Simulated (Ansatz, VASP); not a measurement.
## KI in VASP and in Ansatz

Contents of INCAR:

```
PREC     = Accurate       # precision mode
ENCUT    = 520            # plane-wave cutoff, eV
EDIFF    = 1E-7           # SCF threshold, eV
ISMEAR   = 0              # smearing method
SIGMA    = 0.05           # smearing width, eV
LREAL    = F              # projectors in reciprocal space
LASPH    = T              # aspherical terms in the spheres
NELM     = 60             # most SCF steps
ALGO     = Normal         # electronic algorithm
ISIF     = 2              # what is computed and relaxed
LWAVE    = F              # write WAVECAR
LCHARG   = T              # write CHGCAR
GGA      = PE             # functional
LELF     = T              # ELF
LVHAR    = T            
NBANDS   = 15             # bands
```

KPOINTS

```
Automatic mesh
0
Gamma
  6 6 6
```

Contents of POSCAR:

```
KI
1.0
    0.0000000000      3.4438328306      3.5873258652
    3.4438328306      0.0000000000      3.5873258652
    3.4438328306      3.4438328306      0.0000000000
K I
1 1
Direct
   -0.0711393416     -0.0711393416      0.0711393416
    0.5219174889      0.5219174889      0.4780825111
```

Input for Ansatz:

```yaml
crystal:
  lattice:
    - [0.0, 3.4438328306, 3.5873258652]
    - [3.4438328306, 0.0, 3.5873258652]
    - [3.4438328306, 3.4438328306, 0.0]
  atoms:
    - { symbol: K, position: [-0.0711393416, -0.0711393416, 0.0711393416] }
    - { symbol: I, position: [0.5219174889, 0.5219174889, 0.4780825111] }
basis:
  ecutwfc: 420
kpoints:
  mp_grid: { grid: [6, 6, 6] }
hamiltonian:
  xc: pbe
scf:
  occupations: { method: gaussian, width: 0.05 }
output:
  forces: true
  stress: true
  eigenvalues: true
```

Change from the starting cell: mode 6 frozen in at -0.510 Å, equal normal strain along x and y -0.0400.

Alike in both runs: task single point; functional PBE; k mesh 6 × 6 × 6; occupations gaussian, width 0.05 eV; no spin polarisation.

|  | VASP | Ansatz |
| --- | --- | --- |
| version | VASP 6.6.1 | Ansatz 0.2.0 |
| potentials or method | VASP PAW PBE potentials, release 64 (K_sv, I), cutoff 520 eV | scalar-relativistic, plane waves, PAW |
| valence electrons in the cell | 16 | 26 |

```tsv
	VASP	Ansatz	Ansatz less VASP
gap on the k mesh at the Fermi level (eV)	4.14	4.15	+0.004
least direct gap on the mesh (eV)	4.14	4.15	+0.004
pressure (GPa)	3.2	3.1	-0.05
traceless stress, the component that is largest in VASP (GPa)	4.35	4.31	-0.042
rms of the force components (eV/Å)	0.812	0.804	-0.0085
```

Atom by atom the forces differ by 0.008 eV/Å (rms over components). The functional is the same, so the differences come from potentials, cutoffs and numerics. VASP's potentials hold 16 valence electrons a cell and Ansatz's 26, so a difference there can come from the potentials and not from the codes.

Spin-orbit coupling is off throughout.
